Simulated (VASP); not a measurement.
# CdF2 (Fm-3m) in VASP: a series of runs

Aim: see how the results for CdF2 move with the level of theory and the settings. Levels: PBE, r2SCAN. Tasks: single point.

All numbers are computed with VASP 6.6.1; they aren't measurements. Logs are shortened: lines on timing, memory, paths and dates and some standing lists are left out, and cuts for length are marked.

### 1 The cell of the first run

It takes space group Fm-3m (No. 225, cubic). The conventional cell has a = 5.388 Å, b = 5.388 Å, c = 5.388 Å, α = 90.00°, β = 90.00°, γ = 90.00°. Cd (site symmetry m-3m) has 8 F at 2.33 Å within 3.1 Å. F (site symmetry -43m) has 4 Cd at 2.33 Å and 6 F at 2.69 Å within 3.1 Å.

### 2 Single point, PBE

Input file INCAR:

```
SYSTEM = CdF2
  PREC = Accurate
  ENCUT = 520
  EDIFF = 1E-6
  ISMEAR = -1
  SIGMA = 0.02
  LREAL = .False.
  LASPH = .True.
  NELM = 100
  ALGO = Normal
  ISIF = 2
  LWAVE = .False.
  LCHARG = .False.
  GGA = PE
  NBANDS = 20
```

Input file KPOINTS:

```
Automatic mesh
0
Gamma
  8 8 8
  0 0 0
```

Input file POSCAR:

```
CdF2
1.0
    0.0000000000      2.6941776783      2.6941776783
    2.6941776783      0.0000000000      2.6941776783
    2.6941776783      2.6941776783      0.0000000000
Cd F
1 2
Direct
    0.0000000000      0.0000000000      0.0000000000
    0.2500000000      0.2500000000      0.2500000000
    0.7500000000      0.7500000000      0.7500000000
```

Potentials or basis: VASP PAW PBE potentials, release 64 (Cd, F).

The run is started by

```
$ cat potpaw_PBE.64/Cd/POTCAR potpaw_PBE.64/F/POTCAR > POTCAR
$ mpirun -np 1 vasp_std > vasp.out
```

OUTCAR:

```text
SYSTEM = CdF2
   PREC = Accurate
   ENCUT = 520
   EDIFF = 1E-6
   ISMEAR = -1
   LREAL = .False.
   LASPH = .True.
   NELM = 100
   ISIF = 2
   GGA = PE

 ion  position               nearest neighbor table
   1  0.000  0.000  0.000-   3 2.33   3 2.33   3 2.33   2 2.33   3 2.33   2 2.33   2 2.33   2 2.33

   2  0.250  0.250  0.250-   1 2.33   1 2.33   1 2.33   1 2.33
   3  0.750  0.750  0.750-   1 2.33   1 2.33   1 2.33   1 2.33

  LATTYP: Found a face centered cubic cell.
 ALAT       =     5.3883553566

  Lattice vectors:

 A1 = (   0.0000000000,   2.6941776783,   2.6941776783)
 A2 = (   2.6941776783,   0.0000000000,   2.6941776783)
 A3 = (   2.6941776783,   2.6941776783,   0.0000000000)

Analysis of symmetry for initial positions (statically):
=====================================================================
 Subroutine PRICEL returns:
 Original cell was already a primitive cell.

 Routine SETGRP: Setting up the symmetry group for a
 face centered cubic supercell.

 Subroutine GETGRP returns: Found 48 space group operations
 (whereof 48 operations were pure point group operations)
 out of a pool of 48 trial point group operations.

The static configuration has the point symmetry O_h .

Analysis of symmetry for dynamics (positions and initial velocities):
=====================================================================
 Subroutine PRICEL returns:
 Original cell was already a primitive cell.

 Routine SETGRP: Setting up the symmetry group for a
 face centered cubic supercell.

 Subroutine GETGRP returns: Found 48 space group operations
 (whereof 48 operations were pure point group operations)
 out of a pool of 48 trial point group operations.

The dynamic configuration has the point symmetry O_h .

 Subroutine INISYM returns: Found 48 space group operations
 (whereof 48 operations are pure point group operations),
 and found     1 'primitive' translations

----------------------------------------------------------------------------------------

                                     Primitive cell

  volume of cell :      39.1119

  direct lattice vectors                    reciprocal lattice vectors
     0.000000000  2.694177678  2.694177678    -0.185585384  0.185585384  0.185585384
     2.694177678  0.000000000  2.694177678     0.185585384 -0.185585384  0.185585384
     2.694177678  2.694177678  0.000000000     0.185585384  0.185585384 -0.185585384

  length of vectors
     3.810142612  3.810142612  3.810142612     0.321443315  0.321443315  0.321443315

  position of ions in fractional coordinates (direct lattice)
     0.000000000  0.000000000  0.000000000
     0.250000000  0.250000000  0.250000000
     0.750000000  0.750000000  0.750000000

  ion indices of the primitive-cell ions
   primitive index   ion index
                 1           1
                 2           2
                 3           3

----------------------------------------------------------------------------------------

 KPOINTS: Automatic mesh

Automatic generation of k-mesh.
 Grid dimensions read from file:
 generate k-points for:    8    8    8

 Generating k-lattice:

  Cartesian coordinates                     Fractional coordinates (reciprocal lattice)
    -0.023198173  0.023198173  0.023198173     0.125000000  0.000000000  0.000000000
     0.023198173 -0.023198173  0.023198173     0.000000000  0.125000000  0.000000000
     0.023198173  0.023198173 -0.023198173     0.000000000  0.000000000  0.125000000

  Length of vectors
     0.040180414  0.040180414  0.040180414

  Shift w.r.t. Gamma in fractional coordinates (k-lattice)
     0.000000000  0.000000000  0.000000000

 Subroutine IBZKPT returns following result:
 ===========================================

 Found     29 irreducible k-points:

 Following reciprocal coordinates:
            Coordinates               Weight
  0.000000  0.000000  0.000000      1.000000
  0.125000  0.000000  0.000000      8.000000
  0.250000  0.000000  0.000000      8.000000
  0.375000  0.000000  0.000000      8.000000
  0.500000  0.000000  0.000000      4.000000
  0.125000  0.125000  0.000000      6.000000
[... 16 lines left out ...]
  0.500000  0.250000  0.125000     48.000000
 -0.375000  0.250000  0.125000     24.000000
 [... further k-points ...]
   k-points           NKPTS =     29   k-points in BZ     NKDIM =     29   number of bands    NBANDS=     20
   number of dos      NEDOS =    301   number of ions     NIONS =      3
   total plane-waves  NPLWV =  21952
   dimension x,y,z NGX =    28 NGY =   28 NGZ =   28
   dimension x,y,z NGXF=    56 NGYF=   56 NGZF=   56
   ions per type =               1   2
   NGX,Y,Z   is equivalent  to a cutoff of  12.22, 12.22, 12.22 a.u.
   NGXF,Y,Z  is equivalent  to a cutoff of  24.43, 24.43, 24.43 a.u.
 SYSTEM =  CdF2
   PREC   = accura    normal or accurate (medium, high low for compatibility)
   ISTART =      0    job   : 0-new  1-cont  2-samecut
   ICHARG =      2    charge: 1-file 2-atom 10-const
   ISPIN  =      1    spin polarized calculation?
   LNONCOLLINEAR =      F non collinear calculations
   LSORBIT =      F    spin-orbit coupling
   LASPH  =      T    aspherical Exc in radial PAW
   ENCUT  =  520.0 eV  38.22 Ry    6.18 a.u.   7.08  7.08  7.08*2*pi/ulx,y,z
   NELM   =    100;   NELMIN=  2; NELMDL= -5     # of ELM steps
   EDIFF  = 0.1E-05   stopping-criterion for ELM
   LREAL  =      F    real-space projection
   EDIFFG = 0.1E-04   stopping-criterion for IOM
   NSW    =      0    number of steps for IOM
   IBRION =     -1    ionic relax: 0-MD 1-quasi-New 2-CG
   NFREE  =      0    steps in history (QN), initial steepest desc. (CG)
   ISIF   =      2    stress and relaxation
   ISYM   =      2    0-nonsym 1-usesym 2-fastsym
   POTIM  = 0.5000    time-step for ionic-motion
   TEBEG  =    0.0;   TEEND  =   0.0 temperature during run
   PSTRESS=    0.0 pullay stress
   NELECT =      26.0000    total number of electrons
   NUPDOWN=      -1.0000    fix difference up-down
   EMIN   =  10.00;   EMAX   =-10.00  energy-range for DOS
   EFERMI =   0.00;   METHOD = LEGACY
   ISMEAR =    -1;   SIGMA  =   0.02  broadening in eV -4-tet -1-fermi 0-gaus
   EFERMI_NEDOS =   21; number of points for ismear=-14 and -15
   IALGO  =     38    algorithm
   IMIX   =      4    mixing-type and parameters
     AMIX     =   0.40;   BMIX     =  1.00
     AMIX_MAG =   1.60;   BMIX_MAG =  1.00
  volume/ion in A,a.u.               =      13.04        87.98
  Fermi-wavevector in a.u.,A,eV,Ry     =   1.428772  2.699988 27.774804  2.041391
  Thomas-Fermi vector in A             =   2.548798
   LORBIT       =      0    0 simple, 1 ext, 2 COOP (PROOUT), +10 PAW based schemes
   GGA     = PE    functional components
   LHFCALC =     F    Hartree Fock is set to
   AEXX    =    0.0000 exact exchange contribution
   IVDW    =     0    specifies the selected vdW correction
   LEPSILON=     F    determine dielectric tensor
   LRPA    =     F    only Hartree local field effects (RPA)
 non-spin polarized calculation
  energy-cutoff  :      520.00
  volume of cell :       39.11
 maximum number of plane-waves:      1067
   NGX = 15   NGY = 15   NGZ = 15

 number of electron      25.9999990 magnetization

 Free energy of the ion-electron system (eV)
  ---------------------------------------------------
  ext. energy  EPLUGINS =         0.00000000
  ---------------------------------------------------
  free energy    TOTEN  =       -10.85972024 eV

  energy without entropy =      -10.85972024  energy(sigma->0) =      -10.85972024

 E-fermi :  -0.8775     XC(G=0): -10.4111

 val. band max:       -1.3130434175   @ k =  -0.2500   0.5000   0.2500
 cond. band min:       1.7542603999   @ k =   0.0000   0.0000   0.0000
 fundamental gap:      3.0673038173
 Fermi energy:        -0.8775020794

 k-point     1 :       0.0000    0.0000    0.0000
  band No.  band energies     occupation
      1     -22.1172      2.00000
      2     -21.0129      2.00000
      3      -6.9278      2.00000
      4      -6.9278      2.00000
      5      -6.9278      2.00000
      6      -5.7210      2.00000
[... 12 lines left out ...]
     19      18.5835      0.00000
     20      18.5835      0.00000

 k-point     2 :       0.1250    0.0000    0.0000
  band No.  band energies     occupation
      1     -22.0672      2.00000
      2     -21.0565      2.00000
      3      -6.8688      2.00000
      4      -6.8688      2.00000
      5      -6.7621      2.00000
      6      -5.7388      2.00000
[... 12 lines left out ...]
     19      18.1837      0.00000
     20      18.1837      0.00000

 k-point     3 :       0.2500    0.0000    0.0000
  band No.  band energies     occupation
      1     -21.9329      2.00000
      2     -21.1767      2.00000
      3      -6.7331      2.00000
      4      -6.7331      2.00000
      5      -6.3173      2.00000
      6      -5.7534      2.00000
[... 12 lines left out ...]
     19      17.5173      0.00000
     20      18.2670      0.00000

 k-point     4 :       0.3750    0.0000    0.0000
  band No.  band energies     occupation
      1     -21.7474      2.00000
      2     -21.3443      2.00000
      3      -6.6217      2.00000
      4      -6.6217      2.00000
      5      -5.7607      2.00000
      6      -5.7018      2.00000
[... 12 lines left out ...]
     19      17.0416      0.00000
     20      17.7939      0.00000

 k-point     5 :       0.5000    0.0000    0.0000
  band No.  band energies     occupation
      1     -21.5791      2.00000
      2     -21.5046      2.00000
      3      -6.5881      2.00000
      4      -6.5881      2.00000
      5      -5.6502      2.00000
      6      -5.6502      2.00000
[... 12 lines left out ...]
     19      16.8722      0.00000
     20      17.4443      0.00000
[... 353 lines left out ...]
      6      -5.6054      2.00000
[... 12 lines left out ...]
     19      18.1396      0.00000
     20      20.1248      0.00000

 k-point    22 :       0.3750    0.2500    0.1250
  band No.  band energies     occupation
      1     -21.8389      2.00000
      2     -21.2517      2.00000
      3      -6.5937      2.00000
      4      -6.5530      2.00000
      5      -6.0500      2.00000
      6      -5.9881      2.00000
[... 12 lines left out ...]
     19      18.1597      0.00000
     20      20.5331      0.00000

 k-point    23 :       0.5000    0.2500    0.1250
  band No.  band energies     occupation
      1     -21.6896      2.00000
      2     -21.3812      2.00000
      3      -6.5029      2.00000
      4      -6.4021      2.00000
      5      -5.9532      2.00000
      6      -5.7147      2.00000
[... 12 lines left out ...]
     19      17.6134      0.00000
     20      20.5739      0.00000

 k-point    24 :      -0.3750    0.2500    0.1250
  band No.  band energies     occupation
      1     -21.5496      2.00000
      2     -21.5123      2.00000
      3      -6.4732      2.00000
      4      -6.3635      2.00000
      5      -5.7774      2.00000
      6      -5.7547      2.00000
[... 12 lines left out ...]
     19      17.4004      0.00000
     20      20.9744      0.00000

 [... further k-points ...]

------------------------ aborting loop because EDIFF is reached ----------------------------------------

  FORCE on cell =-STRESS in cart. coord.  units (eV):
  Direction    XX          YY          ZZ          XY          YZ          ZX
  --------------------------------------------------------------------------------------
  -------------------------------------------------------------------------------------
  Total        1.5091846      1.5091846      1.5091846      0.0000000      0.0000000     -0.0000000
  in kB       61.8221714     61.8221714     61.8221714      0.0000000      0.0000000     -0.0000000
  external PRESSURE =      61.8221714 kB  Pullay stress =       0.0000000 kB

 VOLUME and BASIS-vectors are now :
 -----------------------------------------------------------------------------
  energy-cutoff  :      520.00
  volume of cell :       39.11
      direct lattice vectors                 reciprocal lattice vectors
     0.000000000  2.694177678  2.694177678    -0.185585384  0.185585384  0.185585384
     2.694177678  0.000000000  2.694177678     0.185585384 -0.185585384  0.185585384
     2.694177678  2.694177678  0.000000000     0.185585384  0.185585384 -0.185585384

 POSITION                                       TOTAL-FORCE (eV/Angst)
 -----------------------------------------------------------------------------------
      0.00000      0.00000      0.00000        -0.000000     -0.000000      0.000000
      1.34709      1.34709      1.34709         0.000000      0.000000      0.000000
      4.04127      4.04127      4.04127        -0.000000     -0.000000     -0.000000
 -----------------------------------------------------------------------------------
    total drift:                                0.000000      0.000000      0.000000

  FREE ENERGIE OF THE ION-ELECTRON SYSTEM (eV)
  ---------------------------------------------------
  free  energy   TOTEN  =       -10.8597202430 eV

  energy  without entropy=      -10.8597202430  energy(sigma->0) =      -10.85972024
```

Run time: 19 s. Hardware: 1 thread of AMD EPYC 7R13 (Zen 3), shared host; peak memory 0.13 GiB.

Results:

```
Free energy            : -10.8597 eV
Pressure               : 6.2 GPa
Band gap on the k mesh : 3.07 eV (least direct gap 3.57 eV)
```

Levels at points of the mesh, in eV from the valence-band top:
```
           k point  band 9  band 10  band 11  band 12  band 13  band 14  band 15  band 16  band 17  band 18
(0.00, 0.00, 0.00)   -0.97    -0.97    -0.50    -0.50    -0.50     3.07    12.70    12.70    12.70    17.64
(0.50, 0.00, 0.00)   -2.27    -1.84    -1.84    -0.40    -0.40     7.17     9.16    14.50    14.50    18.19
(0.50, 0.50, 0.00)   -2.96    -2.96    -0.50    -0.09    -0.09     8.00     9.65    11.92    14.28    14.28
```

Caveat: the cell stands under pressure.

(Part 1 of 2 ends here.)
